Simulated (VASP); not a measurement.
Ti:

```
Ti
1.0
     2.95000    0.00000    0.00000
    -1.47500    2.55477    0.00000
     0.00000    0.00000    4.68000
Ti
2
Cartesian
  0.0000 1.7032 1.1700
  1.4750 0.8516 3.5100
```

| Quantity | Value |
| --- | --- |
| Program | VASP 6.6.1 |
| Task | relaxation of volume and atoms at fixed shape |
| Functional | PBEsol |
| Potentials or basis | VASP PAW PBE potentials, release 64 (Ti_sv) |
| Cutoff | 600 eV |
| k mesh | 10 × 10 × 6 |
| Occupations | methfessel-paxton, width 0.05 eV |
| Spin | no spin polarisation |

At the start: pressure -5.9 GPa; volume 17.64 Å³/atom.

Task: How do energy, volume and symmetry change on relaxing?

Result: Over 3 steps the energy falls by 18.3 meV/atom and the volume is 16.68 Å³/atom (-5.4 %); space group P6_3/mmc (No. 194, to 0.05 Å).

Step by step:
| step | energy change (eV) | largest force (eV/Å) | pressure (GPa) | volume (Å³) |
| --- | --- | --- | --- | --- |
| 1 | 0.0000 | 0.0000 | -5.86 | 35.27 |
| 2 | -0.0178 | 0.0000 | 4.86 | 32.08 |
| 3 | -0.0366 | 0.0000 | -0.01 | 33.36 |

Final structure:
```cif
data_structure
_symmetry_space_group_name_H-M 'P 1'
_symmetry_Int_Tables_number 1
_cell_length_a 2.8958
_cell_length_b 2.8958
_cell_length_c 4.5940
_cell_angle_alpha 90.000
_cell_angle_beta 90.000
_cell_angle_gamma 120.000
_cell_volume 33.36
loop_
_atom_site_label
_atom_site_type_symbol
_atom_site_fract_x
_atom_site_fract_y
_atom_site_fract_z
_atom_site_occupancy
Ti1 Ti 0.33333 0.66667 0.25000 1
Ti2 Ti 0.66667 0.33333 0.75000 1
```

Caveat: the PAW data sets were made with another functional, which shifts forces and pressure a little.
